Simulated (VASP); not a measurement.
Here is a VASP 6.6.1 calculation.

INCAR

```
SYSTEM = KI
ALGO = Normal
EDIFF = 1E-6
ENCUT = 520
GGA = CA
ISIF = 2
ISMEAR = 0
LASPH = .True.
LCHARG = .False.
LREAL = .False.
LWAVE = .False.
NBANDS = 15
NELM = 100
PREC = Accurate
SIGMA = 0.05
```

The input KPOINTS:

```
k-points
0
Gamma
  6 6 6
  0 0 0
```

File POSCAR:

```
KI
1.0
    0.0000000000      3.3198591262      3.4109309835
    3.3198591262      0.0000000000      3.4109309835
    3.3198591262      3.3198591262      0.0000000000
K I
1 1
Direct
    0.0000000000      0.0000000000      0.0000000000
    0.5000000000      0.5000000000      0.5000000000
```

Potentials or basis: VASP PAW LDA potentials, release 64 (K_sv, I).

The run is started by

```bash
$ cat potpaw_LDA.64/K_sv/POTCAR potpaw_LDA.64/I/POTCAR > POTCAR
$ mpirun -np 1 vasp_std > vasp.out
```

What does it give for the band gap on the k mesh?

4.01 eV.

What does it give for the pressure?

1.1 GPa.

Stress tensor (GPa, compression positive):
```
1.49 0.00 0.00
0.00 1.49 0.00
0.00 0.00 0.24
```

Caveat: spin-orbit coupling is left out, which moves the levels of the heavy elements. A k mesh can miss the band edges.
